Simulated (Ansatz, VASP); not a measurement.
## Two plane-wave programs on AgCl

The input INCAR:

```
PREC = Accurate ; ENCUT = 520
EDIFF = 1E-6 ; ISMEAR = -1
SIGMA = 0.05 ; LREAL = False
LASPH = True ; NELM = 80
ALGO = Normal ; ISIF = 2
LWAVE = False ; LCHARG = False
GGA = PE ; NBANDS = 26
```

Contents of KPOINTS:

```
Automatic mesh
0
Gamma
  7 7 5
```

File POSCAR:

```
AgCl
1.0
    3.9528855791      0.0000000000      0.0000000000
    0.0000000000      4.0295580176      0.0000000000
   -0.5527918941      0.0000000000      5.6093295523
Ag Cl
2 2
Direct
    0.8159810000      0.7500000000      0.7819190000
    0.1840190000      0.2500000000      0.2180810000
    0.2923420000      0.2500000000      0.7374360000
    0.7076580000      0.7500000000      0.2625640000
```

input.yaml

```yaml
crystal:
  lattice:
    - [3.9528855791, 0.0, 0.0]
    - [0.0, 4.0295580176, 0.0]
    - [-0.5527918941, 0.0, 5.6093295523]
  atoms:
    - { symbol: Ag, position: [0.815981, 0.75, 0.781919] }
    - { symbol: Ag, position: [0.184019, 0.25, 0.218081] }
    - { symbol: Cl, position: [0.292342, 0.25, 0.737436] }
    - { symbol: Cl, position: [0.707658, 0.75, 0.262564] }
hamiltonian:
  xc: pbe
  pseudopotentials: { kind: paw }
kpoints:
  mp_grid: { grid: [7, 7, 5] }
scf:
  occupations: { method: fermi_dirac, width: 0.05 }
output:
  forces: true
  stress: true
  eigenvalues: true
```

Alike in both runs: task single point; functional PBE; k mesh 7 × 7 × 5; occupations fermi-dirac, width 0.05 eV; no spin polarisation.

|  | VASP | Ansatz |
| --- | --- | --- |
| version | VASP 6.6.1 | Ansatz 0.2.0 |
| potentials or method | VASP PAW PBE potentials, release 64 (Ag, Cl) | Ansatz PAW |
| plane-wave cutoff (eV) | 520 | 420 |
| valence electrons in the cell | 36 | 52 |

VASP gave:

| Item | Value |
| --- | --- |
| gap on the k mesh at the Fermi level (eV) | 0.91 |
| least direct gap on the mesh (eV) | 2.19 |
| pressure (GPa) | -1.1 |
| traceless stress, the component that is largest in VASP (GPa) | 0.23 |
| rms of the force components (eV/Å) | 0.037 |

**Question.** Which values does Ansatz return?

**Answer.** gap on the k mesh at the Fermi level (eV): 0.91; least direct gap on the mesh (eV): 2.19; pressure (GPa): -1.0; traceless stress, the component that is largest in VASP (GPa): 0.22; rms of the force components (eV/Å): 0.037.

Atom by atom the forces differ by 0.003 eV/Å (rms over components). VASP's potentials hold 36 valence electrons a cell and Ansatz's 52, so a difference there can come from the potentials and not from the codes.

Noted on Ansatz's run: odd divisions of the mesh miss points on the zone boundary, where band edges often lie, so the gap on the mesh can be too wide.
